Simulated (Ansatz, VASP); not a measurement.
One calculation of SnTe2, two programs

The input INCAR:

```
  PREC = Accurate
  ENCUT = 600
  EDIFF = 1E-7
  ISMEAR = 0
  SIGMA = 0.1
  LREAL = F
  LASPH = T
  NELM = 100
  ALGO = Normal
  ISIF = 3
  LWAVE = F
  LCHARG = F
  GGA = PE
  IBRION = 2
  NSW = 100
  EDIFFG = -0.01
```

The input KPOINTS:

```
Automatic mesh
0
Gamma
  6 6 8
```

File POSCAR:

```
SnTe2
1.0
    7.0731757981      0.0000000000      0.0000000000
    0.0000000000      7.0731757981      0.0000000000
    0.0000000000      0.0000000000      4.4088878468
Sn Te
2 4
Direct
    0.0000000000      0.0000000000      0.0000000000
    0.5000000000      0.5000000000      0.5000000000
    0.3007240201      0.3007240201      0.0000000000
    0.1992759799      0.8007240201      0.5000000000
    0.6992759799      0.6992759799      0.0000000000
    0.8007240201      0.1992759799      0.5000000000
```

Input for Ansatz:

```yaml
crystal:
  lattice:
    - [7.0731757981, 0.0, 0.0]
    - [0.0, 7.0731757981, 0.0]
    - [0.0, 0.0, 4.4088878468]
  atoms:
    - { symbol: Sn, position: [0.0, 0.0, 0.0] }
    - { symbol: Sn, position: [0.5, 0.5, 0.5] }
    - { symbol: Te, position: [0.3007240201, 0.3007240201, 0.0] }
    - { symbol: Te, position: [0.1992759799, 0.8007240201, 0.5] }
    - { symbol: Te, position: [0.6992759799, 0.6992759799, 0.0] }
    - { symbol: Te, position: [0.8007240201, 0.1992759799, 0.5] }
basis:
  ecutwfc: 420
kpoints:
  mp_grid: { grid: [6, 6, 8] }
hamiltonian:
  xc: pbe
scf:
  occupations: { method: gaussian, width: 0.1 }
output:
  forces: true
  stress: true
  eigenvalues: true
  write_density: true
  write_potential: true
  elf: true
  volumetric_format: npy
relax:
  adjacent_minimum: "off"
  f_tol: 0.01
  max_steps: 80
  cell: { stress_tol: 0.05 }
```

Change from the starting cell: species swapped into the WO2 type (P4_2/mnm, No. 136).

Alike in both runs: task relaxation of cell and atoms; functional PBE; k mesh 6 × 6 × 8; occupations gaussian, width 0.1 eV; no spin polarisation.

|  | VASP | Ansatz |
| --- | --- | --- |
| version | VASP 6.6.1 | Ansatz 0.2.0 |
| potentials or method | VASP PAW PBE potentials, release 64 (Sn_d, Te), cutoff 600 eV | scalar-relativistic, plane waves, PAW |
| valence electrons in the cell | 52 | 92 |

VASP gave:

```
gap on the k mesh at the Fermi level, each at its own relaxed structure (eV) : none
relaxed volume (Å³/atom)                                                     : 36.75
relaxed cell length with the largest relative difference (Å)                 : 4.418
```

Task: What did Ansatz give for the same quantities?

Result: gap on the k mesh at the Fermi level, each at its own relaxed structure (eV): none; relaxed volume (Å³/atom): 36.75; relaxed cell length with the largest relative difference (Å): 4.423.

A gap of «none» marks a metal or a gap that the smearing closes. VASP's potentials hold 52 valence electrons a cell and Ansatz's 92, so a difference there can come from the potentials and not from the codes.

Neither program's run includes spin-orbit coupling.
